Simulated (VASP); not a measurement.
Wanted: the native input for a VASP 6.6.1 run.

| Item | Value |
| --- | --- |
| Task | single point |
| Functional | PBEsol |
| Potentials or basis | VASP PAW PBE potentials, release 64 (La, Hg) |
| Cutoff | 520 eV |
| k mesh | 8 × 8 × 8 |
| Occupations | fermi-dirac, width 0.05 eV |
| Spin | no spin polarisation |
| Dipole correction | no |
| Further INCAR settings | ALGO = Normal; EDIFF = 1e-06; NBANDS = 18 |

The structure of LaHg lies in POSCAR:

```
LaHg
1.0
    3.8412519256      0.0000000000      0.0000000000
    0.0000000000      3.8412519256      0.0000000000
    0.0000000000      0.0000000000      3.8412519256
La Hg
1 1
Direct
    0.5000000000      0.5000000000      0.5000000000
    0.0000000000      0.0000000000      0.0000000000
```

These files were run (other wordings do the same):

INCAR

```
SYSTEM = LaHg
PREC = Accurate
ENCUT = 520
EDIFF = 1E-6
ISMEAR = -1
SIGMA = 0.05
LREAL = .FALSE.
LASPH = .TRUE.
NELM = 100
ALGO = Normal
ISIF = 2
LWAVE = .FALSE.
LCHARG = .TRUE.
GGA = PS
LELF = .TRUE.
LVHAR = .TRUE.
NBANDS = 18
```

KPOINTS

```
regular mesh
0
G
  8 8 8
  0 0 0
```

Potentials or basis: VASP PAW PBE potentials, release 64 (La, Hg).

The run is started by

```sh
$ cat potpaw_PBE.64/La/POTCAR potpaw_PBE.64/Hg/POTCAR > POTCAR
$ mpirun -np 1 vasp_std > vasp.out
```

Results of the run:

```yaml
Pressure: 0.0 GPa
```

Caveat: the PAW data sets were made with another functional, which shifts forces and pressure a little.

Run time: 29 s on 1 thread of Intel(R) Xeon(R) 6975P-C (Granite Rapids), with other jobs on the host, peak memory 0.2 GiB.
